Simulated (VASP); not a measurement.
# Ta6HN6F in VASP: further runs

The runs below take Ta6HN6F through single point, with PBE+D3(BJ).

All numbers are computed with VASP 6.6.1; they aren't measurements. Logs are shortened: lines on timing, memory, paths and dates and some standing lists are left out, and cuts for length are marked.

### 1 The cell of the first run

The cell holds a slab with vacuum, 14 atoms: a = 5.208 Å, b = 5.208 Å, c = 16.372 Å, α = 90.00°, β = 90.00°, γ = 120.00°.

### 2 Single point, PBE+D3(BJ)

File INCAR:

```
SYSTEM = Ta6HN6F
PREC = Accurate
ENCUT = 520
EDIFF = 1E-6
ISMEAR = 0
SIGMA = 0.05
LREAL = .FALSE.
LASPH = .TRUE.
NELM = 60
ALGO = Normal
ISIF = 2
LWAVE = .FALSE.
LCHARG = .FALSE.
GGA = PE
IVDW = 12
NBANDS = 65
```

File KPOINTS:

```
Automatic mesh
0
G
  2 2 1
  0 0 0
```

File POSCAR:

```
Ta6HN6F
1.0
    5.2084950000      0.0000000000      0.0000000000
   -2.6042480000      4.5106890000      0.0000000000
    0.0000000000      0.0000000000     16.3721220000
Ta N F H
6 6 1 1
Direct
    0.0000000000      0.0000000000      0.0610794374
    0.3321103668      0.6661904645      0.1341680694
    0.6663411352      0.3339303596      0.1351243290
   -0.0013225088     -0.0001656066      0.2372047435
    0.3214390706      0.6621753351      0.3138911376
    0.6405863887      0.3226121331      0.3272907446
    0.3923922361      0.0000000000      0.0610794374
    0.6076078602      0.6076078400      0.0610794374
   -0.0000000964      0.3923921600      0.0610794374
    0.3852967943     -0.0070222088      0.2293105927
    0.6072722588      0.6096944391      0.2313850337
   -0.0049099874      0.3919589668      0.2326472402
   -0.3389343562      0.3399438534      0.4426853770
    0.1383047560      0.8792406216      0.3600903414
```

Potentials or basis: VASP PAW PBE potentials, release 64 (Ta_pv, N, F, H).

Command:

```
> cat potpaw_PBE.64/Ta_pv/POTCAR potpaw_PBE.64/N/POTCAR potpaw_PBE.64/F/POTCAR potpaw_PBE.64/H/POTCAR > POTCAR
> mpirun -np 1 vasp_std > vasp.out
```

OUTCAR:

```text
SYSTEM = Ta6HN6F
   PREC = Accurate
   ENCUT = 520
   EDIFF = 1E-6
   ISMEAR = 0
   LREAL = .FALSE.
   LASPH = .TRUE.
   NELM = 60
   ISIF = 2
   GGA = PE
   IVDW = 12
 IVDW          = 12

 ion  position               nearest neighbor table
   1  0.000  0.000  0.061-   8 2.04   9 2.04   7 2.04   4 2.88   2 3.23   2 3.23   3 3.24   3 3.24
                             2 3.24   3 3.25
   2  0.332  0.666  0.134-   9 2.00   7 2.00   8 2.01  10 2.22  11 2.26  12 2.28   5 2.94   3 3.00
                             3 3.01   3 3.01   1 3.23   1 3.23   1 3.24   4 3.45   4 3.45   4 3.45
   3  0.666  0.334  0.135-   8 2.01   7 2.01   9 2.01  12 2.25  10 2.25  11 2.25   2 3.00   2 3.01
                             2 3.01   6 3.15   1 3.24   1 3.24   1 3.25   4 3.44   4 3.44   4 3.44
   4  0.999  1.000  0.237-  10 2.04  11 2.04  12 2.05   1 2.88   5 3.23   5 3.24   6 3.25   5 3.30
                             6 3.39   6 3.41   3 3.44   3 3.44   3 3.44   2 3.45   2 3.45   2 3.45
   5  0.321  0.662  0.314-  14 1.96  12 2.06  10 2.10  11 2.13   2 2.94   6 2.98   6 2.99   6 3.08
                             4 3.23   4 3.24   4 3.30
   6  0.641  0.323  0.327-  13 1.89  11 2.23  10 2.24  12 2.30   5 2.98   5 2.99   5 3.08   3 3.15
                             4 3.25   4 3.39   4 3.41
   7  0.392  0.000  0.061-   2 2.00   3 2.01   1 2.04
   8  0.608  0.608  0.061-   2 2.01   3 2.01   1 2.04
   9  1.000  0.392  0.061-   2 2.00   3 2.01   1 2.04
  10  0.385  0.993  0.229-   4 2.04   5 2.10   2 2.22   6 2.24   3 2.25
  11  0.607  0.610  0.231-   4 2.04   5 2.13   6 2.23   3 2.25   2 2.26
  12  0.995  0.392  0.233-   4 2.05   5 2.06   3 2.25   2 2.28   6 2.30
  13  0.661  0.340  0.443-   6 1.89
  14  0.138  0.879  0.360-   5 1.96

  LATTYP: Found a hexagonal cell.
 ALAT       =     5.2084950000
 C/A-ratio  =     3.1433498544

  Lattice vectors:

 A1 = (   5.2084950000,   0.0000000000,   0.0000000000)
 A2 = (  -2.6042480000,   4.5106890000,   0.0000000000)
 A3 = (   0.0000000000,   0.0000000000,  16.3721220000)

Analysis of symmetry for initial positions (statically):
=====================================================================
 Subroutine PRICEL returns:
 Original cell was already a primitive cell.

 Routine SETGRP: Setting up the symmetry group for a
 hexagonal supercell.

 Subroutine GETGRP returns: Found  1 space group operations
 (whereof  1 operations were pure point group operations)
 out of a pool of 24 trial point group operations.

The static configuration has the point symmetry C_1 .

Analysis of symmetry for dynamics (positions and initial velocities):
=====================================================================
 Subroutine PRICEL returns:
 Original cell was already a primitive cell.

[... 131 lines left out ...]
  volume/ion in A,a.u.               =      27.47       185.41
  Fermi-wavevector in a.u.,A,eV,Ry     =   1.058602  2.000467 15.247199  1.120637
  Thomas-Fermi vector in A             =   2.193917
   LORBIT       =      0    0 simple, 1 ext, 2 COOP (PROOUT), +10 PAW based schemes
   GGA     = PE    functional components
   LHFCALC =     F    Hartree Fock is set to
   AEXX    =    0.0000 exact exchange contribution
   IVDW    =    12    specifies the selected vdW correction
   LEPSILON=     F    determine dielectric tensor
   LRPA    =     F    only Hartree local field effects (RPA)
 non-spin polarized calculation
 Gauss-broadening in eV      SIGMA  =   0.05
  energy-cutoff  :      520.00
  volume of cell :      384.65
 maximum number of plane-waves:     10386
 NGX is ok and might be reduce to    40
   NGX = 19   NGY = 19   NGZ = 61

 number of electron     104.0000000 magnetization

 Free energy of the ion-electron system (eV)
  ---------------------------------------------------
  ext. energy  EPLUGINS =         0.00000000
  ---------------------------------------------------
  free energy    TOTEN  =      -135.80551145 eV

  energy without entropy =     -135.80527968  energy(sigma->0) =     -135.80539556

 E-fermi :  -0.1557     XC(G=0):  -6.0828

 val. band max:       -0.2571478736   @ k =   0.5000   0.5000   0.0000
 cond. band min:      -0.0538708407   @ k =   0.5000   0.5000   0.0000
 fundamental gap:      0.2032770329
 Fermi energy:        -0.1557106612

 k-point     1 :       0.0000    0.0000    0.0000
  band No.  band energies     occupation
      1     -35.8875      2.00000
      2     -35.7318      2.00000
      3     -35.7300      2.00000
      4     -35.7060      2.00000
      5     -35.5792      2.00000
      6     -35.5175      2.00000
[... 257 lines left out ...]
     63       3.0206      0.00000
     64       3.2211      0.00000
 [bands above 64 left out]

------------------------ aborting loop because EDIFF is reached ----------------------------------------

 Edisp (eV)   -3.35060

 E8    (eV) :    -1.5718

  FORCE on cell =-STRESS in cart. coord.  units (eV):
  Direction    XX          YY          ZZ          XY          YZ          ZX
  --------------------------------------------------------------------------------------
  -------------------------------------------------------------------------------------
  Total      -6.67000    -6.98098     0.71629    -0.47068     0.02577     0.00484
  in kB     -27.78284   -29.07817     2.98359    -1.96056     0.10734     0.02016
  external pressure =      -17.96 kB  Pullay stress =        0.00 kB

 VOLUME and BASIS-vectors are now :
 -----------------------------------------------------------------------------
  energy-cutoff  :      520.00
  volume of cell :      384.65
      direct lattice vectors                 reciprocal lattice vectors
     5.208495000  0.000000000  0.000000000     0.191994041  0.110847832  0.000000000
    -2.604248000  4.510689000  0.000000000     0.000000000  0.221695621  0.000000000
     0.000000000  0.000000000 16.372122000     0.000000000  0.000000000  0.061079437

 POSITION                                       TOTAL-FORCE (eV/Angst)
 -----------------------------------------------------------------------------------
      0.00000      0.00000      1.00000        -0.001768      0.035479      0.596025
     -0.00513      3.00498      2.19662         0.000541     -0.004433      0.071948
      2.60100      1.50626      2.21227         0.002366      0.001013      0.068941
      2.59779      4.50994      3.88354        -0.001700      0.003038      0.000737
     -0.05026      2.98687      5.13906         0.000950     -0.003161      0.068535
      2.49633      1.45520      5.35844        -0.004823     -0.006299     -0.168977
      2.04377      0.00000      1.00000        -2.275887      0.056488     -0.306327
      1.58236      2.74073      1.00000         1.240308      1.964910     -0.264709
      4.18661      1.76996      1.00000         1.036310     -2.057328     -0.267015
     -0.57914      4.47901      3.75430         0.019967      0.009911     -0.006656
      1.57518      2.75014      3.78826         0.001490     -0.013193      0.000456
      4.16216      1.76800      3.80893        -0.019629      0.002648     -0.001985
      2.55786      1.53338      7.24770         0.006299      0.008534      0.205118
     -1.56940      3.96598      5.89544        -0.004425      0.002395      0.003909
 -----------------------------------------------------------------------------------
    total drift:                               -0.000366      0.000038      0.000516

  FREE ENERGIE OF THE ION-ELECTRON SYSTEM (eV)
  ---------------------------------------------------
  free  energy   TOTEN  =      -139.1561076264 eV

  energy  without entropy=     -139.1558758517  energy(sigma->0) =     -139.15599174
```

stdout:

```text
POSCAR found type information on POSCAR TaN F H
 POSCAR found :  4 types and      14 ions
 scaLAPACK will be used
 LDA part: xc-table for (Slater+PW92), standard interpolation
 POSCAR, INCAR and KPOINTS ok, starting setup
 FFT: planning ... GRIDC
 FFT: planning ... GRID_SOFT
 FFT: planning ... GRID
 WAVECAR not read
 entering main loop
```

Wall time 3.6 min (1 thread of Intel Xeon Platinum 8488C (Sapphire Rapids), shared host); peak memory 0.52 GiB.

What came out:

```yaml
Free_energy: -139.1561 eV
Largest_force: 2.339 eV/Å
Band_gap_on_the_k_mesh: 0.20 eV
Dispersion_energy_per_atom: -0.239 eV
```

Forces on the atoms (eV/Å):
```
Ta  -0.002  0.035  0.596
Ta   0.001 -0.004  0.072
Ta   0.002  0.001  0.069
Ta  -0.002  0.003  0.001
Ta   0.001 -0.003  0.069
Ta  -0.005 -0.006 -0.169
N   -2.276  0.056 -0.306
N    1.240  1.965 -0.265
N    1.036 -2.057 -0.267
N    0.020  0.010 -0.007
N    0.001 -0.013  0.000
N   -0.020  0.003 -0.002
F    0.006  0.009  0.205
H   -0.004  0.002  0.004
```

Caveat: the k points lie up to 0.70 Å⁻¹ apart; there is no dipole correction, which matters where the two faces differ; spin-orbit coupling is left out, which moves the levels of the heavy elements.

### 3 Single point, PBE+D3(BJ)

File INCAR:

```
ALGO     = Normal         # electronic algorithm
EDIFF    = 1E-7           # SCF threshold, eV
ENCUT    = 520            # plane-wave cutoff, eV
GGA      = PE             # functional
ISIF     = 2              # what is computed and relaxed
ISMEAR   = 0              # smearing method
IVDW     = 12             # dispersion correction
LASPH    = True           # aspherical terms in the spheres
LCHARG   = False          # write CHGCAR
LREAL    = False          # projectors in reciprocal space
LWAVE    = False          # write WAVECAR
NBANDS   = 65             # bands
NELM     = 100            # most SCF steps
PREC     = Accurate       # precision mode
SIGMA    = 0.05           # smearing width, eV
```

File KPOINTS:

```
k-points
0
Gamma
  2 2 1
```

File POSCAR:

```
Ta6HN6F
1.0
    5.2084950000      0.0000000000      0.0000000000
   -2.6042480000      4.5106890000      0.0000000000
    0.0000000000      0.0000000000     16.3721220000
Ta N F H
6 6 1 1
Direct
    0.0000000000      0.0000000000      0.0610794374
    0.3293098517      0.6649695867      0.1349831134
    0.6638288081      0.3322237467      0.1352590092
   -0.0088142157     -0.0039661347      0.2359373452
    0.3087747746      0.6539741490      0.3139675480
    0.6273569256      0.3108507370      0.3245790008
    0.3923922361      0.0000000000      0.0610794374
    0.6076078602      0.6076078400      0.0610794374
    0.0000000956      0.3923921600      0.0610794374
    0.3752098991     -0.0127918373      0.2292998427
    0.5999118076      0.6077845314      0.2337044642
   -0.0163105736      0.3852081134      0.2319706633
   -0.3042007175      0.3852528960      0.4387425772
    0.2611209131      0.9428537414      0.3727852749
```

Potentials or basis: VASP PAW PBE potentials, release 64 (Ta_pv, N, F, H).

Command:

```
> cat potpaw_PBE.64/Ta_pv/POTCAR potpaw_PBE.64/N/POTCAR potpaw_PBE.64/F/POTCAR potpaw_PBE.64/H/POTCAR > POTCAR
> mpirun -np 1 vasp_std > vasp.out
```

OUTCAR:

```text
EDIFF = 1E-7
   ENCUT = 520
   GGA = PE
   ISIF = 2
   ISMEAR = 0
   IVDW = 12
   LASPH = True
   LREAL = False
   NELM = 100
   PREC = Accurate
 IVDW          = 12

 ion  position               nearest neighbor table
   1  0.000  0.000  0.061-   9 2.04   8 2.04   7 2.04   4 2.86   3 3.23   2 3.23   2 3.23   3 3.25
                             3 3.25   2 3.26
   2  0.329  0.665  0.135-   9 2.00   7 2.01   8 2.02  10 2.20  11 2.26  12 2.29   5 2.93   3 3.00
                             3 3.01   3 3.01   1 3.23   1 3.23   1 3.26   4 3.41   4 3.44   4 3.44
   3  0.664  0.332  0.135-   7 2.01   8 2.01   9 2.02  12 2.21  10 2.27  11 2.29   2 3.00   2 3.01
                             2 3.01   6 3.10   1 3.23   1 3.25   1 3.25   4 3.42   4 3.42   4 3.45
   4  0.991  0.996  0.236-  10 2.03  11 2.03  12 2.05   1 2.86   6 3.22   5 3.23   5 3.24   5 3.33
                             6 3.39   2 3.41   6 3.42   3 3.42   3 3.42   2 3.44   2 3.44   3 3.45
   5  0.309  0.654  0.314-  14 1.90  12 2.06  11 2.11  10 2.11   2 2.93   6 2.97   6 2.99   6 3.08
                             4 3.23   4 3.24   4 3.33
   6  0.627  0.311  0.325-  13 1.91  14 2.07  10 2.19  11 2.20  12 2.27   5 2.97   5 2.99   5 3.08
[... 480 lines left out ...]
  FORCE on cell =-STRESS in cart. coord.  units (eV):
  Direction    XX          YY          ZZ          XY          YZ          ZX
  --------------------------------------------------------------------------------------
  -------------------------------------------------------------------------------------
  Total      -5.86881    -4.69162     1.06207     0.55870     1.62384     1.53623
  in kB     -24.44558   -19.54217     4.42388     2.32719     6.76383     6.39891
  external pressure =      -13.19 kB  Pullay stress =        0.00 kB

 VOLUME and BASIS-vectors are now :
 -----------------------------------------------------------------------------
  energy-cutoff  :      520.00
  volume of cell :      384.65
      direct lattice vectors                 reciprocal lattice vectors
     5.208495000  0.000000000  0.000000000     0.191994041  0.110847832  0.000000000
    -2.604248000  4.510689000  0.000000000     0.000000000  0.221695621  0.000000000
     0.000000000  0.000000000 16.372122000     0.000000000  0.000000000  0.061079437

 POSITION                                       TOTAL-FORCE (eV/Angst)
 -----------------------------------------------------------------------------------
      0.00000      0.00000      1.00000        -0.094315     -0.051670      0.652092
     -0.01654      2.99947      2.20996         0.000805     -0.009770      0.077948
      2.59236      1.49856      2.21448        -0.009145     -0.003108      0.071579
      2.56867      4.49280      3.86279        -0.024150     -0.007625     -0.018433
     -0.09486      2.94987      5.14031        -0.027847     -0.033260      0.063540
      2.45805      1.40215      5.31405        -0.044060     -0.072284     -0.182341
      2.04377      0.00000      1.00000        -2.285622     -0.052647     -0.439261
      1.58236      2.74073      1.00000         1.184018      1.980794     -0.218686
     -1.02189      1.76996      1.00000         0.973124     -2.102745     -0.322462
     -0.61666      4.45299      3.75412        -0.006849     -0.013115     -0.006731
      1.54182      2.74153      3.82624        -0.024138     -0.018266      0.027947
      4.12036      1.73755      3.79785        -0.047785     -0.017326     -0.007261
      2.62077      1.73776      7.18315         0.063409      0.185386      0.142621
     -1.09538      4.25292      6.10329         0.342556      0.215636      0.159446
 -----------------------------------------------------------------------------------
    total drift:                                0.000279     -0.000159     -0.000028

  FREE ENERGIE OF THE ION-ELECTRON SYSTEM (eV)
  ---------------------------------------------------
  free  energy   TOTEN  =      -139.3465034655 eV

  energy  without entropy=     -139.3463188318  energy(sigma->0) =     -139.34641115
```

OSZICAR:

```text
N       E                     dE             d eps       ncg     rms          rms(c)
DAV:   1     0.948530198080E+03    0.94853E+03   -0.56012E+04   608   0.144E+03
DAV:   2    -0.755294633910E+02   -0.10241E+04   -0.10015E+04   620   0.389E+02
DAV:   3    -0.158094996209E+03   -0.82566E+02   -0.81489E+02   624   0.104E+02
[... 20 lines left out ...]
DAV:  24    -0.135994821429E+03   -0.16351E-04   -0.51255E-07   520   0.218E-03    0.631E-04
DAV:  25    -0.135994826788E+03   -0.53592E-05   -0.14002E-07   448   0.104E-03    0.411E-04
DAV:  26    -0.135994828645E+03   -0.18569E-05   -0.74688E-08   432   0.637E-04    0.210E-04
DAV:  27    -0.135994829135E+03   -0.48926E-06   -0.48474E-08   408   0.547E-04    0.119E-04
DAV:  28    -0.135994829168E+03   -0.33224E-07   -0.10617E-08   392   0.303E-04
   1 F= -.13934650E+03 E0= -.13934641E+03  d E =-.184634E-03
```

It took 4.8 min on 1 thread of Intel Xeon Platinum 8259CL at 2.50GHz (Skylake/Cascade Lake), shared host; peak memory 0.54 GiB.

What came out:

```
Free energy                : -139.3465 eV
Largest force              : 2.339 eV/Å
Band gap on the k mesh     : 0.21 eV
Dispersion energy per atom : -0.239 eV
```

Forces on the atoms (eV/Å):
```
Ta  -0.094 -0.052  0.652
Ta   0.001 -0.010  0.078
Ta  -0.009 -0.003  0.072
Ta  -0.024 -0.008 -0.018
Ta  -0.028 -0.033  0.064
Ta  -0.044 -0.072 -0.182
N   -2.286 -0.053 -0.439
N    1.184  1.981 -0.219
N    0.973 -2.103 -0.322
N   -0.007 -0.013 -0.007
N   -0.024 -0.018  0.028
N   -0.048 -0.017 -0.007
F    0.063  0.185  0.143
H    0.343  0.216  0.159
```

Levels at points of the mesh, in eV from the valence-band top:
```csv
k point,band 49,band 50,band 51,band 52,band 53,band 54,band 55,band 56
"(0.00, 0.00, 0.00)",-0.97,-0.79,-0.24,-0.16,0.33,0.50,0.82,1.91
"(0.50, 0.00, 0.00)",-1.35,-1.01,-0.71,-0.48,0.34,0.63,0.95,1.58
"(0.00, 0.50, 0.00)",-1.41,-1.16,-0.85,-0.33,0.36,0.56,1.03,1.64
"(0.50, 0.50, 0.00)",-1.37,-1.21,-0.59,0.00,0.21,0.43,1.12,1.58
```

Caveat: the k points lie up to 0.70 Å⁻¹ apart; there is no dipole correction, which matters where the two faces differ; spin-orbit coupling is left out, which moves the levels of the heavy elements.

(Part 1 of 2 ends here.)
